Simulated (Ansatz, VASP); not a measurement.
**Two plane-wave programs on BaZrO3**

The input POSCAR:

```
BaZrO3
1.0
    4.2049109300      0.0000000000      0.0000000000
    0.0000000000      4.2049109300      0.0000000000
    0.0000000000      0.0000000000      4.2049109300
Ba Zr O
1 1 3
Direct
    0.0000000000      0.0000000000      0.0000000000
    0.5000000000      0.5000000000      0.5000000000
    0.0000000000      0.5000000000      0.5000000000
    0.5000000000      0.0000000000      0.5000000000
    0.5000000000      0.5000000000      0.0000000000
```

Contents of INCAR.step1:

```
  PREC = Accurate
  ENCUT = 520
  ISMEAR = -1
  SIGMA = 0.02
  LREAL = False
  LASPH = True
  NELM = 100
  NBANDS = 28
  GGA = PE
  ALGO = Normal
  EDIFF = 1E-4
  LWAVE = True
  LCHARG = False
```

The input INCAR.step2:

```
  PREC = Accurate
  ENCUT = 520
  EDIFF = 1E-6
  ISMEAR = -1
  SIGMA = 0.02
  LREAL = False
  LASPH = True
  NELM = 100
  ALGO = Normal
  ISIF = 2
  LWAVE = False
  LCHARG = True
  METAGGA = R2SCAN
  LMIXTAU = True
  LELF = True
  LVHAR = True
  NBANDS = 28
  ISTART = 1
```

Contents of KPOINTS:

```
Automatic mesh
0
Gamma
  8 8 8
```

Input for Ansatz:

```yaml
crystal:
  lattice:
    - [4.20491093, 0.0, 0.0]
    - [0.0, 4.20491093, 0.0]
    - [0.0, 0.0, 4.20491093]
  atoms:
    - { symbol: Ba, position: [0.0, 0.0, 0.0] }
    - { symbol: Zr, position: [0.5, 0.5, 0.5] }
    - { symbol: O, position: [0.0, 0.5, 0.5] }
    - { symbol: O, position: [0.5, 0.0, 0.5] }
    - { symbol: O, position: [0.5, 0.5, 0.0] }
  symmetry: { tolerance: 0.0003 }
hamiltonian:
  xc: r2scan
  pseudopotentials: { kind: paw, azcp: { folder: soft_1 } }
basis:
  ecutwfc: 500
magnetization:
  spin_polarized: false
scf:
  occupations: { method: fermi_dirac, width: 0.02 }
kpoints:
  mp_grid: { grid: [8, 8, 8], shift: [0, 0, 0] }
  band_path:
    path:
      - [0.0, 0.0, 0.0]
      - [0.0, 0.5, 0.0]
      - [0.5, 0.5, 0.0]
      - [0.0, 0.0, 0.0]
      - [0.5, 0.5, 0.5]
      - [0.0, 0.5, 0.0]
      - [0.5, 0.5, 0.5]
      - [0.5, 0.5, 0.0]
    npoints: 15
output:
  forces: true
  stress: true
  eigenvalues: true
  bader: true
  populations: true
  elf: true
  write_potential: true
  write_density: true
  volumetric_format: npy
  dos:
    e_range: [-12, 8]
    de: 0.05
    projected: { site_lists: { Ba: [Ba], O: [O], Zr: [Zr] } }
```

Alike in both runs: task single point; functional r2SCAN; k mesh 8 × 8 × 8; occupations fermi-dirac, width 0.02 eV; no spin polarisation.

|  | VASP | Ansatz |
| --- | --- | --- |
| version | VASP 6.6.1 | Ansatz 0.2.0 |
| potentials or method | VASP PAW PBE potentials, release 64 (Ba_sv, Zr_sv, O), cutoff 520 eV | PAW plane waves |
| valence electrons in the cell | 40 | 40 |

```csv
,VASP,Ansatz,Ansatz less VASP
gap on the k mesh at the Fermi level (eV),3.68,3.74,+0.058
pressure (GPa),1.0,0.0,-1.06
```

VASP's potentials were made for PBE, not for r2SCAN.

Neither program's run includes spin-orbit coupling.
